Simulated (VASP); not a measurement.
Set up this calculation in VASP 6.6.1, as the native input.

```
Task                   : single point
Functional             : PBE
Potentials or basis    : VASP PAW PBE potentials, release 64 (W_sv, C)
Cutoff                 : 520 eV
k mesh                 : 9 × 7 × 1
Occupations            : gaussian, width 0.1 eV
Spin                   : collinear spin
Starting moments       : [0.0, 0.0, 0.0, 0.0, 2.0] μB
Dipole correction      : yes
Further INCAR settings : ALGO = Normal; EDIFF = 1e-06; NBANDS = 42
```

The structure of W4C lies in POSCAR:

```
W4C
1.0
    2.8547213223      0.0000000000      0.0000000000
    0.0000000000      4.0371856108      0.0000000000
    0.0000000000      0.0000000000     20.9570327682
W C
4 1
Direct
    0.5000000000      0.5000000000      0.1908667150
    0.0000000000      0.0000000000      0.2589756250
    0.5000000000      0.5000000000      0.3262417340
    0.0000000000      0.0000000000      0.3796831763
    0.1666666667      0.0000000000      0.5433513844
```

These files were run (other wordings do the same):

INCAR

```
SYSTEM = W4C
PREC     = Accurate       ! precision mode
ENCUT    = 520            ! plane-wave cutoff, eV
EDIFF    = 1E-6           ! SCF threshold, eV
ISMEAR   = 0              ! smearing method
SIGMA    = 0.1            ! smearing width, eV
LREAL    = .FALSE.        ! projectors in reciprocal space
LASPH    = .TRUE.         ! aspherical terms in the spheres
NELM     = 150            ! most SCF steps
ALGO     = Normal         ! electronic algorithm
ISIF     = 2              ! what is computed and relaxed
LWAVE    = .FALSE.        ! write WAVECAR
LCHARG   = .FALSE.        ! write CHGCAR
ISPIN    = 2              ! spin polarisation
MAGMOM   = 0 0 0 0 2      ! initial moments
LORBIT   = 11             ! projections on sites
LMAXMIX  = 4              ! l up to which the mixer works
LDIPOL   = .TRUE.       
IDIPOL   = 3            
DIPOL    = 0.5 0.5 0.340
GGA      = PE             ! functional
NBANDS   = 42             ! bands
```

KPOINTS

```
Automatic mesh
0
G
  9 7 1
  0 0 0
```

Potentials or basis: VASP PAW PBE potentials, release 64 (W_sv, C).

Command:

```bash
$ cat potpaw_PBE.64/W_sv/POTCAR potpaw_PBE.64/C/POTCAR > POTCAR
$ mpirun -np 1 vasp_std > vasp.out
```

It gave:

```
Largest force                                         : 2.650 eV/Å
Net moment                                            : 1.82 μB per cell
Site moments                                          : W +0.23, +0.01, -0.04, -0.09; C +0.77 μB
Valence electrons inside the program's atomic spheres : W 11.85, 12.07, 12.11, 12.06; C 1.97
```

It took 22 min on 1 thread of Intel Xeon 8259CL (shared host), peak memory 0.6 GiB.
